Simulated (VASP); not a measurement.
# VAgCl3 (P6_3/mmc) in VASP: single point with PBE

Aim: the single point of VAgCl3 with PBE.

All numbers are computed with VASP 6.6.1; they aren't measurements. Logs are shortened: lines on timing, memory, paths and dates and some standing lists are left out, and cuts for length are marked.

### 1 The cell of the first run

It takes space group P6_3/mmc (No. 194, hexagonal). The conventional cell has a = 7.473 Å, b = 7.473 Å, c = 4.711 Å, α = 90.00°, β = 90.00°, γ = 120.00°. V (site symmetry -6m2) has 12 Cl at 2.95 to 3.76 Å within 3.9 Å. Within 3.1 Å of Ag (site symmetry -3m) lie 2 Ag at 2.36 Å and 6 Cl at 2.80 Å. Cl (site symmetry mm2) has 2 Ag at 2.80 Å and 2 V at 2.95 Å and 6 Cl at 3.08 to 3.46 Å within 3.7 Å.

### 2 Single point, PBE, collinear spin, ferrimagnetic start

The input, INCAR:

```
SYSTEM = VAgCl3
PREC = Accurate
ENCUT = 520
EDIFF = 1E-6
ISMEAR = 0
SIGMA = 0.1
LREAL = .False.
LASPH = .True.
NELM = 150
ALGO = Normal
ISIF = 2
LWAVE = .False.
LCHARG = .False.
ISPIN = 2
MAGMOM = 3.72 3.72 -0.13 -0.13 0 0 0 0 0 0
LORBIT = 11
LMAXMIX = 4
GGA = PE
NBANDS = 60
```

The input, KPOINTS:

```
Automatic mesh
0
Gamma
  3 3 4
  0 0 0
```

The input, POSCAR:

```
VAgCl3
1.0
    7.4728903621      0.0000000000      0.0000000000
   -3.7364451810      6.4717128933      0.0000000000
    0.0000000000      0.0000000000      4.7108628697
V Ag Cl
2 2 6
Direct
    0.3333333333      0.6666666667      0.7500000000
    0.6666666667      0.3333333333      0.2500000000
    0.0000000000      0.0000000000      0.5000000000
    0.0000000000      0.0000000000      0.0000000000
    0.1959918141      0.3919836283      0.2500000000
    0.8040081859      0.1959918141      0.7500000000
    0.8040081859      0.6080163717      0.7500000000
    0.1959918141      0.8040081859      0.2500000000
    0.6080163717      0.8040081859      0.2500000000
    0.3919836283      0.1959918141      0.7500000000
```

Potentials or basis: VASP PAW PBE potentials, release 64 (V_sv, Ag, Cl).

Started as:

```
$ cat potpaw_PBE.64/V_sv/POTCAR potpaw_PBE.64/Ag/POTCAR potpaw_PBE.64/Cl/POTCAR > POTCAR
$ mpirun -np 1 vasp_std > vasp.out
```

OUTCAR:

```text
SYSTEM = VAgCl3
   PREC = Accurate
   ENCUT = 520
   EDIFF = 1E-6
   ISMEAR = 0
   LREAL = .False.
   LASPH = .True.
   NELM = 150
   ISIF = 2
   ISPIN = 2
   LORBIT = 11
   GGA = PE

 ion  position               nearest neighbor table
   1  0.333  0.667  0.750-
   2  0.667  0.333  0.250-
   3  0.000  0.000  0.500-   4 2.36   4 2.36   8 2.80   6 2.80   5 2.80   7 2.80  10 2.80   9 2.80

   4  0.000  0.000  0.000-   3 2.36   3 2.36   8 2.80   6 2.80   5 2.80   7 2.80  10 2.80   9 2.80

   5  0.196  0.392  0.250-   3 2.80   4 2.80
   6  0.804  0.196  0.750-   3 2.80   4 2.80
   7  0.804  0.608  0.750-   3 2.80   4 2.80
   8  0.196  0.804  0.250-   3 2.80   4 2.80
   9  0.608  0.804  0.250-   3 2.80   4 2.80
  10  0.392  0.196  0.750-   3 2.80   4 2.80

  LATTYP: Found a hexagonal cell.
 ALAT       =     7.4728903621
 C/A-ratio  =     0.6303936819

  Lattice vectors:

 A1 = (   7.4728903621,   0.0000000000,   0.0000000000)
 A2 = (  -3.7364451810,   6.4717128933,   0.0000000000)
 A3 = (   0.0000000000,   0.0000000000,   4.7108628697)

Analysis of symmetry for initial positions (statically):
=====================================================================
 Subroutine PRICEL returns:
 Original cell was already a primitive cell.

 Routine SETGRP: Setting up the symmetry group for a
 hexagonal supercell.

 Subroutine GETGRP returns: Found 24 space group operations
 (whereof 12 operations were pure point group operations)
 out of a pool of 24 trial point group operations.

The static configuration has the point symmetry D_3d.
 The point group associated with its full space group is D_6h.

Analysis of symmetry for dynamics (positions and initial velocities):
=====================================================================
 Subroutine PRICEL returns:
 Original cell was already a primitive cell.

 Routine SETGRP: Setting up the symmetry group for a
 hexagonal supercell.

 Subroutine GETGRP returns: Found 24 space group operations
 (whereof 12 operations were pure point group operations)
 out of a pool of 24 trial point group operations.

The dynamic configuration has the point symmetry D_3d.
 The point group associated with its full space group is D_6h.

Analysis of structural, dynamic, and magnetic symmetry:
=====================================================================
 Subroutine PRICEL returns:
 Original cell was already a primitive cell.

 Routine SETGRP: Setting up the symmetry group for a
 hexagonal supercell.

 Subroutine GETGRP returns: Found 24 space group operations
 (whereof 12 operations were pure point group operations)
 out of a pool of 24 trial point group operations.

The overall configuration has the point symmetry D_3d.
 The point group associated with its full space group is D_6h.

 Subroutine INISYM returns: Found 24 space group operations
 (whereof 12 operations are pure point group operations),
 and found     1 'primitive' translations

----------------------------------------------------------------------------------------

                                     Primitive cell

  volume of cell :     227.8286

  direct lattice vectors                    reciprocal lattice vectors
     7.472890362  0.000000000  0.000000000     0.133817031  0.077259299  0.000000000
    -3.736445181  6.471712893  0.000000000     0.000000000  0.154518598  0.000000000
     0.000000000  0.000000000  4.710862870     0.000000000  0.000000000  0.212275336

  length of vectors
     7.472890362  7.472890362  4.710862870     0.154518598  0.154518598  0.212275336

  position of ions in fractional coordinates (direct lattice)
     0.333333333  0.666666667  0.750000000
     0.666666667  0.333333333  0.250000000
     0.000000000  0.000000000  0.500000000
     0.000000000  0.000000000  0.000000000
     0.195991814  0.391983628  0.250000000
     0.804008186  0.195991814  0.750000000
     0.804008186  0.608016372  0.750000000
     0.195991814  0.804008186  0.250000000
     0.608016372  0.804008186  0.250000000
     0.391983628  0.195991814  0.750000000
[... 58 lines left out ...]
   NGXF,Y,Z  is equivalent  to a cutoff of  24.92, 24.92, 25.41 a.u.
 SYSTEM =  VAgCl3
   PREC   = accura    normal or accurate (medium, high low for compatibility)
   ISTART =      0    job   : 0-new  1-cont  2-samecut
   ICHARG =      2    charge: 1-file 2-atom 10-const
   ISPIN  =      2    spin polarized calculation?
   LNONCOLLINEAR =      F non collinear calculations
   LSORBIT =      F    spin-orbit coupling
   LASPH  =      T    aspherical Exc in radial PAW
   ENCUT  =  520.0 eV  38.22 Ry    6.18 a.u.  13.89 13.89  8.76*2*pi/ulx,y,z
   NELM   =    150;   NELMIN=  2; NELMDL= -5     # of ELM steps
   EDIFF  = 0.1E-05   stopping-criterion for ELM
   LREAL  =      F    real-space projection
   EDIFFG = 0.1E-04   stopping-criterion for IOM
   NSW    =      0    number of steps for IOM
   IBRION =     -1    ionic relax: 0-MD 1-quasi-New 2-CG
   NFREE  =      0    steps in history (QN), initial steepest desc. (CG)
   ISIF   =      2    stress and relaxation
   ISYM   =      2    0-nonsym 1-usesym 2-fastsym
   POTIM  = 0.5000    time-step for ionic-motion
   TEBEG  =    0.0;   TEEND  =   0.0 temperature during run
   PSTRESS=    0.0 pullay stress
   NELECT =      90.0000    total number of electrons
   NUPDOWN=      -1.0000    fix difference up-down
   EMIN   =  10.00;   EMAX   =-10.00  energy-range for DOS
   EFERMI =   0.00;   METHOD = LEGACY
   ISMEAR =     0;   SIGMA  =   0.10  broadening in eV -4-tet -1-fermi 0-gaus
   EFERMI_NEDOS =   21; number of points for ismear=-14 and -15
   IALGO  =     38    algorithm
   IMIX   =      4    mixing-type and parameters
     AMIX     =   0.40;   BMIX     =  1.00
     AMIX_MAG =   1.60;   BMIX_MAG =  1.00
  volume/ion in A,a.u.               =      22.78       153.75
  Fermi-wavevector in a.u.,A,eV,Ry     =   1.201212  2.269961 19.631977  1.442910
  Thomas-Fermi vector in A             =   2.337027
   LORBIT       =     11    0 simple, 1 ext, 2 COOP (PROOUT), +10 PAW based schemes
   GGA     = PE    functional components
   LHFCALC =     F    Hartree Fock is set to
   AEXX    =    0.0000 exact exchange contribution
   IVDW    =     0    specifies the selected vdW correction
   LEPSILON=     F    determine dielectric tensor
   LRPA    =     F    only Hartree local field effects (RPA)
 spin polarized calculation
 Gauss-broadening in eV      SIGMA  =   0.10
  energy-cutoff  :      520.00
  volume of cell :      227.83
 maximum number of plane-waves:      6161
 NGX is ok and might be reduce to    56
   NGX = 27   NGY = 27   NGZ = 17

 number of electron      89.9999998 magnetization       5.9999928

 Free energy of the ion-electron system (eV)
  ---------------------------------------------------
  ext. energy  EPLUGINS =         0.00000000
  ---------------------------------------------------
  free energy    TOTEN  =       -35.45585335 eV

  energy without entropy =      -35.45096311  energy(sigma->0) =      -35.45340823

 E-fermi :   3.6076     XC(G=0):  -9.3740

 val. band max:        3.4745405782   @ k =   0.3333   0.3333   0.5000
 cond. band min:       3.7179512012   @ k =   0.3333   0.3333   0.5000
 fundamental gap:      0.2434106230
 Fermi energy:         3.6075553335

 spin component 1

 k-point     1 :       0.0000    0.0000    0.0000
  band No.  band energies     occupation
      1     -61.7178      1.00000
      2     -61.7178      1.00000
      3     -35.8230      1.00000
      4     -35.8229      1.00000
      5     -35.4549      1.00000
      6     -35.4549      1.00000
[... 529 lines left out ...]
     56       7.0273      0.00000
     57       9.0397      0.00000
 Fermi energy:         3.6075553335

 spin component 2

 k-point     1 :       0.0000    0.0000    0.0000
  band No.  band energies     occupation
      1     -58.9410      1.00000
      2     -58.9410      1.00000
      3     -33.5266      1.00000
      4     -33.5265      1.00000
      5     -32.4686      1.00000
      6     -32.4686      1.00000
[... 529 lines left out ...]
     56       8.0602      0.00000
     57       9.7423      0.00000
 [bands above 57 left out]

------------------------ aborting loop because EDIFF is reached ----------------------------------------

  FORCE on cell =-STRESS in cart. coord.  units (eV):
  Direction    XX          YY          ZZ          XY          YZ          ZX
  --------------------------------------------------------------------------------------
  -------------------------------------------------------------------------------------
  Total        0.2684176      0.2684176     -0.4189334      0.0000000      0.0000000      0.0000000
  in kB        1.8876146      1.8876146     -2.9460984      0.0000000      0.0000000      0.0000000
  external PRESSURE =       0.2763770 kB  Pullay stress =       0.0000000 kB

 VOLUME and BASIS-vectors are now :
 -----------------------------------------------------------------------------
  energy-cutoff  :      520.00
  volume of cell :      227.83
      direct lattice vectors                 reciprocal lattice vectors
     7.472890362  0.000000000  0.000000000     0.133817031  0.077259299  0.000000000
    -3.736445181  6.471712893  0.000000000     0.000000000  0.154518598  0.000000000
     0.000000000  0.000000000  4.710862870     0.000000000  0.000000000  0.212275336

 POSITION                                       TOTAL-FORCE (eV/Angst)
 -----------------------------------------------------------------------------------
     -0.00000      4.31448      3.53315        -0.000000     -0.000000      0.000000
      3.73645      2.15724      1.17772         0.000000     -0.000000      0.000000
      0.00000      0.00000      2.35543        -0.000000     -0.000000      0.000000
      0.00000      0.00000      0.00000         0.000000     -0.000000      0.000000
     -0.00000      2.53681      1.17772         0.000000      0.029792      0.000000
      5.27595      1.26840      3.53315        -0.025800      0.014896     -0.000000
      3.73645      3.93491      3.53315        -0.000000     -0.029792      0.000000
     -1.53951      5.20331      1.17772         0.025800     -0.014896      0.000000
      1.53951      5.20331      1.17772        -0.025800     -0.014896      0.000000
      2.19694      1.26840      3.53315         0.025800      0.014896     -0.000000
 -----------------------------------------------------------------------------------
    total drift:                               -0.000002      0.000001     -0.000000

  FREE ENERGIE OF THE ION-ELECTRON SYSTEM (eV)
  ---------------------------------------------------
  free  energy   TOTEN  =       -35.4558533492 eV

  energy  without entropy=      -35.4509631076  energy(sigma->0) =      -35.45340823

 total charge

# of ion       s       p       d       tot
------------------------------------------
    1        2.084   6.006   2.968  11.058
    2        2.084   6.006   2.968  11.058
    3        0.309   0.252   9.355   9.916
    4        0.309   0.252   9.355   9.916
    5        1.606   3.473   0.000   5.079
    6        1.606   3.473   0.000   5.079
    7        1.606   3.473   0.000   5.079
    8        1.606   3.473   0.000   5.079
    9        1.606   3.473   0.000   5.079
   10        1.606   3.473   0.000   5.079
--------------------------------------------------
tot         14.423  33.354  24.646  72.424

 magnetization (x)

# of ion       s       p       d       tot
------------------------------------------
    1        0.025   0.010   2.745   2.780
    2        0.025   0.010   2.745   2.780
    3        0.004   0.001  -0.020  -0.016
    4        0.004   0.001  -0.020  -0.016
    5        0.000  -0.043   0.000  -0.043
    6        0.000  -0.043   0.000  -0.043
    7        0.000  -0.043   0.000  -0.043
    8        0.000  -0.043   0.000  -0.043
    9        0.000  -0.043   0.000  -0.043
   10        0.000  -0.043   0.000  -0.043
--------------------------------------------------
tot          0.059  -0.238   5.450   5.271
```

Run time: 9.9 min. Hardware: 1 thread of AMD EPYC 7R13, shared host; peak memory 0.48 GiB.

What came out:

| Property | Result |
| --- | --- |
| Free energy | -35.4559 eV |
| Pressure | 0.0 GPa |
| Largest force | 0.030 eV/Å |
| Band gap on the k mesh | 0.24 eV, direct |
| Net moment | 6.00 μB per cell |
| Site moments | V +2.78; Ag -0.02; Cl -0.04 μB |
| Valence electrons inside the program's atomic spheres | V 11.06; Ag 9.92; Cl 5.08 |

Forces on the atoms (eV/Å):
```
V    0.000  0.000  0.000
V    0.000  0.000  0.000
Ag   0.000  0.000  0.000
Ag   0.000  0.000  0.000
Cl   0.000  0.030  0.000
Cl  -0.026  0.015  0.000
Cl   0.000 -0.030  0.000
Cl   0.026 -0.015  0.000
Cl  -0.026 -0.015  0.000
Cl   0.026  0.015  0.000
```
